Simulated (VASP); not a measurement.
A run of VASP 6.6.1:

Contents of INCAR:

```
SYSTEM = CsPbCl3
PREC = Accurate ; ENCUT = 520
EDIFF = 1E-6 ; ISMEAR = 0
SIGMA = 0.05 ; LREAL = .False.
LASPH = .True. ; NELM = 80
ALGO = Normal ; ISIF = 2
LWAVE = .False. ; LCHARG = .False.
GGA = PS ; NBANDS = 30
```

The input KPOINTS:

```
Automatic mesh
0
Gamma
  6 6 6
  0 0 0
```

The input POSCAR:

```
CsPbCl3
1.0
    4.0031551156      2.3112226836      3.2955554574
   -4.0031551156      2.3112226836      3.2955554574
    0.0000000000     -4.6224453672      3.2955554574
Cs Pb Cl
1 1 3
Direct
    0.5000000000      0.5000000000      0.5000000000
    0.0000000000      0.0000000000      0.0000000000
    0.5000000000      0.0467031331      0.9532968669
    0.0186003000      1.0095025331      0.4718971669
    0.9813997000      0.5281028331     -0.0095025331
```

Potentials or basis: VASP PAW PBE potentials, release 64 (Cs_sv, Pb_d, Cl).

The run is started by

```console
$ cat potpaw_PBE.64/Cs_sv/POTCAR potpaw_PBE.64/Pb_d/POTCAR potpaw_PBE.64/Cl/POTCAR > POTCAR
$ mpirun -np 1 vasp_std > vasp.out
```

Hardware: 1 thread of Intel(R) Xeon(R) Platinum 8488C (Sapphire Rapids), on a shared host.

Task: Estimate the wall time of this run.

Result: Wall time 3.3 min on 1 thread of Intel(R) Xeon(R) Platinum 8488C (Sapphire Rapids) (shared host), peak memory 0.47 GiB. Counts: scf iterations 13, k points 68.
